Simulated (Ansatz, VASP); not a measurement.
One calculation of V, two programs

File INCAR:

```
SYSTEM = V
PREC     = Accurate       ! precision mode
ENCUT    = 520            ! plane-wave cutoff, eV
EDIFF    = 1E-8           ! SCF threshold, eV
ISMEAR   = -1             ! smearing method
SIGMA    = 0.08           ! smearing width, eV
LREAL    = .False.        ! projectors in reciprocal space
LASPH    = .True.         ! aspherical terms in the spheres
NELM     = 150            ! most SCF steps
ALGO     = Normal         ! electronic algorithm
ISIF     = 2              ! what is computed and relaxed
LWAVE    = .False.        ! write WAVECAR
LCHARG   = .False.        ! write CHGCAR
ISPIN    = 2              ! spin polarisation
MAGMOM   = 1.5            ! initial moments
LORBIT   = 11             ! projections on sites
LMAXMIX  = 4              ! l up to which the mixer works
GGA      = PE             ! functional
LEFG     = .True.       
NBANDS   = 16             ! bands
```

KPOINTS

```
Automatic mesh
0
Gamma
  15 15 15
  0 0 0
```

File POSCAR:

```
V
1.0
    0.0000000000      1.8950000000      1.8950000000
    1.8950000000      0.0000000000      1.8950000000
    1.8950000000      1.8950000000      0.0000000000
V
1
Direct
    0.0000000000      0.0000000000      0.0000000000
```

Input for Ansatz:

```yaml
crystal:
  lattice:
    - [0.0, 1.895, 1.895]
    - [1.895, 0.0, 1.895]
    - [1.895, 1.895, 0.0]
  atoms:
    - { symbol: V, position: [0.0, 0.0, 0.0], spin: 1.5 }
magnetization:
  spin_polarized: true
kpoints:
  mp_grid: { grid: [15, 15, 15] }
  band_path:
    path:
      - [0.0, 0.0, 0.0]
      - [0.5, 0.0, 0.5]
      - [0.625, 0.25, 0.625]
      - [0.375, 0.375, 0.75]
      - [0.0, 0.0, 0.0]
      - [0.5, 0.5, 0.5]
      - [0.5, 0.25, 0.75]
      - [0.5, 0.0, 0.5]
    npoints: 8
scf:
  occupations: { method: fermi_dirac, width: 0.08 }
hamiltonian:
  xc: pbe
  pseudopotentials: { kind: paw }
output:
  forces: true
  stress: true
  eigenvalues: true
  efg: { contact_densities: true }
  populations: true
  bader: true
  dos: { projected: true, de: 0.2, e_range: [-14, 8] }
```

Alike in both runs: task electric field gradients; functional PBE; k mesh 15 × 15 × 15; occupations fermi-dirac, width 0.08 eV; collinear spin.

```csv
,VASP,Ansatz
version,VASP 6.6.1,Ansatz 0.2.0
potentials or method,"VASP PAW PBE potentials, release 64 (V_sv)","PAW with Ansatz's default frozen-core files, scalar-relativistic"
plane-wave cutoff (eV),520,420
valence electrons in the cell,13,13
```

Ansatz gave:

- pressure (GPa): 4.0
- net moment per atom (μB): 0.00

**Question.** What did VASP give for the same quantities?

**Answer.** Pressure (GPa): 4.2; net moment per atom (μB): 0.00.

With one functional, cell and mesh, what is left measures potentials, basis and numerics. Ansatz's warnings: seeded moment not kept.
